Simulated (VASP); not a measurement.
Here is a VASP 6.6.1 calculation.

File POSCAR:

```
HfO2
1.0
    0.0000000000      2.5574200455      2.5574200455
    2.5574200455      0.0000000000      2.5574200455
    2.5574200455      2.5574200455      0.0000000000
Hf O
1 2
Direct
    0.0000000000      0.0000000000      0.0000000000
    0.2500000000      0.2500000000      0.2500000000
    0.7500000000      0.7500000000      0.7500000000
```

INCAR.step1

```
SYSTEM = HfO2
ALGO = Normal
EDIFF = 1E-4
ENCUT = 520
GGA = PE
ISMEAR = -1
LASPH = .True.
LCHARG = .False.
LREAL = .False.
LWAVE = .True.
NBANDS = 18
NELM = 100
PREC = Accurate
SIGMA = 0.1
```

Contents of INCAR.step2:

```
SYSTEM = HfO2
ALGO = Normal
EDIFF = 1E-7
ENCUT = 520
ISIF = 2
ISMEAR = -1
ISTART = 1
LASPH = .True.
LCHARG = .False.
LMIXTAU = .True.
LREAL = .False.
LWAVE = .False.
METAGGA = R2SCAN
NBANDS = 18
NELM = 100
PREC = Accurate
SIGMA = 0.1
```

File KPOINTS:

```
k-points
0
Gamma
  12 12 12
  0 0 0
```

Potentials or basis: VASP PAW PBE potentials, release 64 (Hf_pv, O).

Launch:

```console
$ cat potpaw_PBE.64/Hf_pv/POTCAR potpaw_PBE.64/O/POTCAR > POTCAR
$ cp INCAR.step1 INCAR
$ mpirun -np 1 vasp_std > vasp.out
$ cp INCAR.step2 INCAR
$ mpirun -np 1 vasp_std > vasp.out
```

Task: Estimate the pressure.

Result: -12.1 GPa.

Task: Estimate the band gap on the k mesh.

Result: 4.21 eV.

Caveat: the cell stands under tension; the PAW data sets were made with another functional, which shifts forces and pressure a little; spin-orbit coupling is left out, which moves the levels of the heavy elements. A k mesh can miss the band edges.
